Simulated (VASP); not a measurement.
Wanted: the native input for a VASP 6.6.1 run.

```yaml
Task: single point
Functional: r2SCAN
Potentials_or_basis: VASP PAW PBE potentials, release 64 (Mo_sv, S)
Cutoff: 520 eV
k_mesh: 10 × 10 × 2
Occupations: fermi-dirac, width 0.05 eV
Spin: no spin polarisation
Dipole_correction: no
Further_INCAR_settings: ALGO = Normal; EDIFF = 1e-06; NBANDS = 20
```

MoS2, a slab with vacuum:

```
Mo S
1.0
     3.11913    0.00000    0.00000
    -1.55956    2.70124    0.00000
     0.00000    0.00000   16.98073
Mo S
1 2
Direct
  0.00000 0.00000 0.00000
  0.33333 0.66667 0.91051
  0.33333 0.66667 0.08949
```

One way to write it, as run:

POSCAR

```
MoS2
1.0
    3.1191256785      0.0000000000      0.0000000000
   -1.5595628393      2.7012420752      0.0000000000
    0.0000000000      0.0000000000     16.9807333112
Mo S
1 2
Direct
    0.0000000000      0.0000000000      0.0000000000
    0.3333333333      0.6666666667      0.9105070200
    0.3333333333      0.6666666667      0.0894929800
```

INCAR.step1

```
SYSTEM = MoS2
PREC     = Accurate       ! precision mode
ENCUT    = 520            ! plane-wave cutoff, eV
ISMEAR   = -1             ! smearing method
SIGMA    = 0.05           ! smearing width, eV
LREAL    = .FALSE.        ! projectors in reciprocal space
LASPH    = .TRUE.         ! aspherical terms in the spheres
NELM     = 80             ! most SCF steps
NBANDS   = 20             ! bands
GGA      = PE             ! functional
ALGO     = Normal         ! electronic algorithm
EDIFF    = 1E-4           ! SCF threshold, eV
LWAVE    = .TRUE.         ! write WAVECAR
LCHARG   = .FALSE.        ! write CHGCAR
```

INCAR.step2

```
SYSTEM = MoS2
PREC     = Accurate       ! precision mode
ENCUT    = 520            ! plane-wave cutoff, eV
EDIFF    = 1E-6           ! SCF threshold, eV
ISMEAR   = -1             ! smearing method
SIGMA    = 0.05           ! smearing width, eV
LREAL    = .FALSE.        ! projectors in reciprocal space
LASPH    = .TRUE.         ! aspherical terms in the spheres
NELM     = 80             ! most SCF steps
ALGO     = Normal         ! electronic algorithm
ISIF     = 2              ! what is computed and relaxed
LWAVE    = .FALSE.        ! write WAVECAR
LCHARG   = .TRUE.         ! write CHGCAR
METAGGA  = R2SCAN         ! meta-GGA
LMIXTAU  = .TRUE.       
LELF     = .TRUE.         ! ELF
LVHAR    = .TRUE.       
NBANDS   = 20             ! bands
ISTART   = 1
```

KPOINTS

```
Automatic mesh
0
G
  10 10 2
  0 0 0
```

Potentials or basis: VASP PAW PBE potentials, release 64 (Mo_sv, S).

Launch:

```console
$ cat potpaw_PBE.64/Mo_sv/POTCAR potpaw_PBE.64/S/POTCAR > POTCAR
$ cp INCAR.step1 INCAR
$ mpirun -np 1 vasp_std > vasp.out
$ cp INCAR.step2 INCAR
$ mpirun -np 1 vasp_std > vasp.out
```

It gave:

```yaml
Largest_force: 1.169 eV/Å
Band_gap_on_the_k_mesh: 2.01 eV, indirect (least direct gap 2.23 eV)
```

Caveat: the PAW data sets were made with another functional, which shifts forces and pressure a little.

Run time: 3.3 min on 1 thread of Intel(R) Xeon(R) Platinum 8259CL CPU @ 2.50GHz (Skylake/Cascade Lake), with other jobs on the host, peak memory 0.32 GiB.
